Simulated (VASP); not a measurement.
# ZrS2 (P-3m1) in VASP: single point with HSE06

Aim: the single point of ZrS2 with HSE06.

All numbers are computed with VASP 6.6.1; they aren't measurements. Logs are shortened: lines on timing, memory, paths and dates and some standing lists are left out, and cuts for length are marked.

### Step 1. The cell of the first run

Symmetry: P-3m1, No. 164, trigonal system. The conventional cell has a = 3.767 Å, b = 3.767 Å, c = 5.784 Å, α = 90.00°, β = 90.00°, γ = 120.00°. Zr (site symmetry -3m) has 6 S at 2.59 Å within 3.4 Å. S (site symmetry 3m) has 3 Zr at 2.59 Å within 3.4 Å.

### Step 2. Single point, HSE06 (epitaxial xy strain +2.5%)

Input file POSCAR:

```
ZrS2
1.0
    3.7665884115      0.0000000000      0.0000000000
   -1.8832942058      3.2619612500      0.0000000000
    0.0000000000      0.0000000000      5.7836287537
Zr S
1 2
Direct
    0.0000000000      0.0000000000      0.0000000000
    0.6666666667      0.3333333333      0.7581367409
    0.3333333333      0.6666666667      0.2418632591
```

Input file INCAR.step1:

```
SYSTEM = ZrS2
  PREC = Accurate
  ENCUT = 400
  EDIFF = 1E-5
  ISMEAR = 0
  SIGMA = 0.01
  LREAL = .False.
  LASPH = .True.
  NELM = 120
  ALGO = Normal
  ISIF = 2
  LWAVE = .True.
  LCHARG = .False.
  GGA = PE
  NBANDS = 19
  GGA_COMPAT = .False.
```

Input file INCAR.step2:

```
SYSTEM = ZrS2
  PREC = Accurate
  ENCUT = 400
  EDIFF = 1E-6
  ISMEAR = 0
  SIGMA = 0.01
  LREAL = .False.
  LASPH = .True.
  NELM = 120
  ALGO = Normal
  ISIF = 2
  LWAVE = .False.
  LCHARG = .False.
  GGA = PE
  LHFCALC = .True.
  HFSCREEN = 0.2079
  PRECFOCK = Normal
  ISTART = 1
  NBANDS = 19
  GGA_COMPAT = .False.
```

Input file KPOINTS:

```
Automatic mesh
0
Gamma
  6 6 4
  0 0 0
```

Potentials or basis: VASP PAW PBE potentials, release 64 (Zr_sv, S).

Started as:

```bash
$ cat potpaw_PBE.64/Zr_sv/POTCAR potpaw_PBE.64/S/POTCAR > POTCAR
$ cp INCAR.step1 INCAR
$ mpirun -np 1 vasp_std > vasp.out
$ cp INCAR.step2 INCAR
$ mpirun -np 1 vasp_std > vasp.out
```

OUTCAR:

```text
SYSTEM = ZrS2
   PREC = Accurate
   ENCUT = 400
   EDIFF = 1E-6
   ISMEAR = 0
   LREAL = .False.
   LASPH = .True.
   NELM = 120
   ISIF = 2
   GGA = PE
   LHFCALC = .True.
   HFSCREEN = 0.2079
   PRECFOCK = Normal
   ISTART = 1

 ion  position               nearest neighbor table
   1  0.000  0.000  0.000-   2 2.59   3 2.59   2 2.59   3 2.59   2 2.59   3 2.59
   2  0.667  0.333  0.758-   1 2.59   1 2.59   1 2.59
   3  0.333  0.667  0.242-   1 2.59   1 2.59   1 2.59

  LATTYP: Found a hexagonal cell.
 ALAT       =     3.7665884115
 C/A-ratio  =     1.5355085616

  Lattice vectors:

 A1 = (   3.7665884115,   0.0000000000,   0.0000000000)
 A2 = (  -1.8832942058,   3.2619612500,   0.0000000000)
 A3 = (   0.0000000000,   0.0000000000,   5.7836287537)

Analysis of symmetry for initial positions (statically):
=====================================================================
 Subroutine PRICEL returns:
 Original cell was already a primitive cell.

 Routine SETGRP: Setting up the symmetry group for a
 hexagonal supercell.

 Subroutine GETGRP returns: Found 12 space group operations
 (whereof 12 operations were pure point group operations)
 out of a pool of 24 trial point group operations.

The static configuration has the point symmetry D_3d.

Analysis of symmetry for dynamics (positions and initial velocities):
=====================================================================
 Subroutine PRICEL returns:
 Original cell was already a primitive cell.

 Routine SETGRP: Setting up the symmetry group for a
 hexagonal supercell.

 Subroutine GETGRP returns: Found 12 space group operations
 (whereof 12 operations were pure point group operations)
 out of a pool of 24 trial point group operations.

The dynamic configuration has the point symmetry D_3d.

 Subroutine INISYM returns: Found 12 space group operations
 (whereof 12 operations are pure point group operations),
 and found     1 'primitive' translations

----------------------------------------------------------------------------------------

                                     Primitive cell

  volume of cell :      71.0604

  direct lattice vectors                    reciprocal lattice vectors
     3.766588411  0.000000000  0.000000000     0.265492241  0.153282017  0.000000000
    -1.883294206  3.261961250  0.000000000     0.000000000  0.306564034  0.000000000
     0.000000000  0.000000000  5.783628754     0.000000000  0.000000000  0.172901831

  length of vectors
     3.766588411  3.766588412  5.783628754     0.306564034  0.306564034  0.172901831

  position of ions in fractional coordinates (direct lattice)
     0.000000000  0.000000000  0.000000000
     0.666666667  0.333333333  0.758136741
     0.333333333  0.666666667  0.241863259

  ion indices of the primitive-cell ions
   primitive index   ion index
                 1           1
                 2           2
                 3           3

----------------------------------------------------------------------------------------

 KPOINTS: Automatic mesh

Automatic generation of k-mesh.
 Grid dimensions read from file:
 generate k-points for:    6    6    4

 Generating k-lattice:

  Cartesian coordinates                     Fractional coordinates (reciprocal lattice)
     0.044248707  0.025547003  0.000000000     0.166666667  0.000000000  0.000000000
     0.000000000  0.051094006  0.000000000     0.000000000  0.166666667  0.000000000
     0.000000000  0.000000000  0.043225458     0.000000000  0.000000000  0.250000000

  Length of vectors
     0.051094006  0.051094006  0.043225458

  Shift w.r.t. Gamma in fractional coordinates (k-lattice)
     0.000000000  0.000000000  0.000000000

 Subroutine IBZKPT returns following result:
 ===========================================

 Found     24 irreducible k-points:

 Following reciprocal coordinates:
            Coordinates               Weight
  0.000000  0.000000  0.000000      1.000000
  0.166667 -0.000000  0.000000      6.000000
  0.333333 -0.000000  0.000000      6.000000
  0.500000  0.000000  0.000000      3.000000
  0.166667  0.166667  0.000000      6.000000
  0.333333  0.166667  0.000000     12.000000
[... 16 lines left out ...]
  0.333333  0.166667  0.500000     12.000000
  0.333333  0.333333  0.500000      2.000000
   k-points           NKPTS =     24   k-points in BZ     NKDIM =    144   number of bands    NBANDS=     19
   number of dos      NEDOS =    301   number of ions     NIONS =      3
   total plane-waves  NPLWV =  31360
   dimension x,y,z NGX =    28 NGY =   28 NGZ =   40
   dimension x,y,z NGXF=    56 NGYF=   56 NGZF=   80
   ions per type =               1   2
   NGX,Y,Z   is equivalent  to a cutoff of  12.36, 12.36, 11.50 a.u.
   NGXF,Y,Z  is equivalent  to a cutoff of  24.72, 24.72, 23.00 a.u.
 SYSTEM =  ZrS2
   PREC   = accura    normal or accurate (medium, high low for compatibility)
   ISTART =      1    job   : 0-new  1-cont  2-samecut
   ICHARG =      0    charge: 1-file 2-atom 10-const
   ISPIN  =      1    spin polarized calculation?
   LNONCOLLINEAR =      F non collinear calculations
   LSORBIT =      F    spin-orbit coupling
   LASPH  =      T    aspherical Exc in radial PAW
   ENCUT  =  400.0 eV  29.40 Ry    5.42 a.u.   6.14  6.14  9.43*2*pi/ulx,y,z
   NELM   =    120;   NELMIN=  2; NELMDL=  0     # of ELM steps
   EDIFF  = 0.1E-05   stopping-criterion for ELM
   LREAL  =      F    real-space projection
   EDIFFG = 0.1E-04   stopping-criterion for IOM
   NSW    =      0    number of steps for IOM
   IBRION =     -1    ionic relax: 0-MD 1-quasi-New 2-CG
   NFREE  =      0    steps in history (QN), initial steepest desc. (CG)
   ISIF   =      2    stress and relaxation
   ISYM   =      3    0-nonsym 1-usesym 2-fastsym
   POTIM  = 0.5000    time-step for ionic-motion
   TEBEG  =    0.0;   TEEND  =   0.0 temperature during run
   PSTRESS=    0.0 pullay stress
   NELECT =      24.0000    total number of electrons
   NUPDOWN=      -1.0000    fix difference up-down
   EMIN   =  10.00;   EMAX   =-10.00  energy-range for DOS
   EFERMI =   0.00;   METHOD = LEGACY
   ISMEAR =     0;   SIGMA  =   0.01  broadening in eV -4-tet -1-fermi 0-gaus
   EFERMI_NEDOS =   21; number of points for ismear=-14 and -15
   IALGO  =     38    algorithm
   IMIX   =      1    mixing-type and parameters
     AMIX     =   0.40;   BMIX     =  1.00
     AMIX_MAG =   1.60;   BMIX_MAG =  1.00
  volume/ion in A,a.u.               =      23.69       159.85
  Fermi-wavevector in a.u.,A,eV,Ry     =   1.140082  2.154443 17.684678  1.299787
  Thomas-Fermi vector in A             =   2.276785
   LORBIT       =      0    0 simple, 1 ext, 2 COOP (PROOUT), +10 PAW based schemes
   GGA     = PE    functional components
   LHFCALC =     T    Hartree Fock is set to
   PRECFOCK=normal    Normal, Fast or Accurate (Low or Medium for compatibility)
   ENCUT4O =  -1.0   cutoff for four orbital integrals eV
   NKREDX  =     1    reduce k-point grid by
   NKREDY  =     1    reduce k-point grid by
   NKREDZ  =     1    reduce k-point grid by
   AEXX    =    0.2500 exact exchange contribution
   HFSCREEN=    0.2079 screening length (either q_TF or 0.3 A-1)
   HFSCREENC=   0.2079 screening length for correlation (either q_TF or 0.3 A-1)
   ENCUTFOCK=  -1.0 apply spherical cutoff to Coloumb kernel
   IVDW    =     0    specifies the selected vdW correction
   LEPSILON=     F    determine dielectric tensor
   LRPA    =     F    only Hartree local field effects (RPA)
 non-spin polarized calculation
 Gauss-broadening in eV      SIGMA  =   0.01
  energy-cutoff  :      400.00
  volume of cell :       71.06
 maximum number of plane-waves:      1320
 NGX is ok and might be reduce to    28
  NGX = 20; NGY = 20; NGZ = 30

 number of electron      24.0000000 magnetization

 Free energy of the ion-electron system (eV)
  ---------------------------------------------------
  ext. energy  EPLUGINS =         0.00000000
  ---------------------------------------------------
  free energy    TOTEN  =       -25.37864426 eV

  energy without entropy =      -25.37864426  energy(sigma->0) =      -25.37864426

 E-fermi :   3.9944     XC(G=0):  -7.8054

 val. band max:        3.8951105547   @ k =   0.0000   0.0000   0.0000
 cond. band min:       5.6881811968   @ k =   0.5000   0.0000   0.5000
 fundamental gap:      1.7930706421
 Fermi energy:         3.9943571609

 k-point     1 :       0.0000    0.0000    0.0000
  band No.  band energies     occupation
      1     -48.8522      2.00000
      2     -25.5005      2.00000
      3     -25.3389      2.00000
      4     -25.3389      2.00000
      5     -10.2079      2.00000
      6      -8.5381      2.00000
[... 11 lines left out ...]
     18      10.2688      0.00000
     19      10.3999      0.00000

 k-point     2 :       0.1667   -0.0000    0.0000
  band No.  band energies     occupation
      1     -48.8483      2.00000
      2     -25.4882      2.00000
      3     -25.4014      2.00000
      4     -25.3526      2.00000
      5      -9.9266      2.00000
      6      -8.6321      2.00000
[... 11 lines left out ...]
     18      11.3840      0.00000
     19      12.0115      0.00000

 k-point     3 :       0.3333   -0.0000    0.0000
  band No.  band energies     occupation
      1     -48.8405      2.00000
      2     -25.5248      2.00000
      3     -25.4626      2.00000
      4     -25.3796      2.00000
      5      -9.3326      2.00000
      6      -8.7839      2.00000
[... 11 lines left out ...]
     18      12.0880      0.00000
     19      13.1046      0.00000

 k-point     4 :       0.5000    0.0000    0.0000
  band No.  band energies     occupation
      1     -48.8365      2.00000
      2     -25.5847      2.00000
      3     -25.4503      2.00000
      4     -25.3930      2.00000
      5      -9.1179      2.00000
      6      -8.7280      2.00000
[... 11 lines left out ...]
     18      11.4395      0.00000
     19      12.8737      0.00000

 k-point     5 :       0.1667    0.1667    0.0000
  band No.  band energies     occupation
      1     -48.8424      2.00000
      2     -25.4818      2.00000
      3     -25.4698      2.00000
      4     -25.3848      2.00000
      5      -9.4733      2.00000
      6      -8.7642      2.00000
[... 11 lines left out ...]
     18      12.9468      0.00000
     19      13.4030      0.00000

 k-point     6 :       0.3333    0.1667    0.0000
  band No.  band energies     occupation
      1     -48.8365      2.00000
      2     -25.5526      2.00000
      3     -25.4510      2.00000
      4     -25.4255      2.00000
      5      -9.0338      2.00000
      6      -8.8148      2.00000
[... 11 lines left out ...]
     18      12.6534      0.00000
     19      13.1913      0.00000

 k-point     7 :       0.3333    0.3333    0.0000
  band No.  band energies     occupation
      1     -48.8346      2.00000
      2     -25.5080      2.00000
      3     -25.5080      2.00000
      4     -25.4449      2.00000
      5      -8.8508      2.00000
      6      -8.8508      2.00000
[... 11 lines left out ...]
     18      12.7241      0.00000
     19      14.4687      0.00000

 k-point     8 :       0.0000    0.0000    0.2500
  band No.  band energies     occupation
      1     -48.8522      2.00000
      2     -25.5008      2.00000
      3     -25.3390      2.00000
      4     -25.3390      2.00000
      5     -10.0890      2.00000
      6      -8.7318      2.00000
[... 256 lines left out ...]
 k-point    20 :       0.3333   -0.0000    0.5000
  band No.  band energies     occupation
      1     -48.8405      2.00000
      2     -25.5246      2.00000
      3     -25.4628      2.00000
      4     -25.3796      2.00000
      5      -9.2305      2.00000
      6      -8.8880      2.00000
[... 11 lines left out ...]
     18      11.3383      0.00000
     19      12.5385      0.00000

 k-point    21 :       0.5000    0.0000    0.5000
  band No.  band energies     occupation
      1     -48.8365      2.00000
      2     -25.5844      2.00000
      3     -25.4504      2.00000
      4     -25.3931      2.00000
      5      -9.2133      2.00000
      6      -8.6037      2.00000
[... 11 lines left out ...]
     18      10.8765      0.00000
     19      12.0788      0.00000

 k-point    22 :       0.1667    0.1667    0.5000
  band No.  band energies     occupation
      1     -48.8424      2.00000
      2     -25.4817      2.00000
      3     -25.4701      2.00000
      4     -25.3848      2.00000
      5      -9.2463      2.00000
      6      -9.0161      2.00000
[... 11 lines left out ...]
     18      13.0225      0.00000
     19      13.2893      0.00000

 k-point    23 :       0.3333    0.1667    0.5000
  band No.  band energies     occupation
      1     -48.8365      2.00000
      2     -25.5523      2.00000
      3     -25.4512      2.00000
      4     -25.4255      2.00000
      5      -9.0806      2.00000
      6      -8.7574      2.00000
[... 11 lines left out ...]
     18      11.7950      0.00000
     19      12.7169      0.00000

 k-point    24 :       0.3333    0.3333    0.5000
  band No.  band energies     occupation
      1     -48.8346      2.00000
      2     -25.5078      2.00000
      3     -25.5078      2.00000
      4     -25.4451      2.00000
      5      -8.8528      2.00000
      6      -8.8528      2.00000
[... 11 lines left out ...]
     18      12.7978      0.00000
     19      13.3434      0.00000

------------------------ aborting loop because EDIFF is reached ----------------------------------------

  FORCE on cell =-STRESS in cart. coord.  units (eV):
  Direction    XX          YY          ZZ          XY          YZ          ZX
  --------------------------------------------------------------------------------------
  -------------------------------------------------------------------------------------
  Total       -1.8001547     -1.8001547      0.2199484      0.0000000      0.0000000     -0.0000000
  in kB      -40.5875691    -40.5875691      4.9591126      0.0000000      0.0000000     -0.0000000
  external PRESSURE =     -25.4053419 kB  Pullay stress =       0.0000000 kB

 VOLUME and BASIS-vectors are now :
 -----------------------------------------------------------------------------
  energy-cutoff  :      400.00
  volume of cell :       71.06
      direct lattice vectors                 reciprocal lattice vectors
     3.766588411  0.000000000  0.000000000     0.265492241  0.153282017  0.000000000
    -1.883294206  3.261961250  0.000000000     0.000000000  0.306564034  0.000000000
     0.000000000  0.000000000  5.783628754     0.000000000  0.000000000  0.172901831

 POSITION                                       TOTAL-FORCE (eV/Angst)
 -----------------------------------------------------------------------------------
      0.00000      0.00000      0.00000         0.000000      0.000000      0.000000
      1.88329      1.08732      4.38478        -0.000000     -0.000000      0.180719
     -0.00000      2.17464      1.39885        -0.000000      0.000000     -0.180719
 -----------------------------------------------------------------------------------
    total drift:                                0.000000      0.000000     -0.000000

  FREE ENERGIE OF THE ION-ELECTRON SYSTEM (eV)
  ---------------------------------------------------
  free  energy   TOTEN  =       -25.3786442594 eV

  energy  without entropy=      -25.3786442594  energy(sigma->0) =      -25.37864426
```

Run time: 1.9 h. Hardware: 1 thread of Intel Xeon Platinum 8259CL at 2.50GHz (Skylake/Cascade Lake), shared host; peak memory 0.3 GiB.

What came out:

* Free energy: -25.3786 eV
* Pressure: -2.5 GPa
* Largest force: 0.181 eV/Å
* Band gap on the k mesh: 1.79 eV (least direct gap 2.21 eV)

Forces on the atoms (eV/Å):
```
Zr   0.000  0.000  0.000
S    0.000  0.000  0.181
S    0.000  0.000 -0.181
```

Stress tensor (GPa, compression positive):
```
-4.06  0.00  0.00
 0.00 -4.06  0.00
 0.00  0.00  0.50
```

Caveat: the cell differs from its parent crystal (epitaxial xy strain +2.5%); the PAW data sets were made with another functional, which shifts forces and pressure a little; this functional lacks dispersion, which binds layers or chains, so the pressure and a relaxed spacing across them are unreliable. A k mesh can miss the band edges.
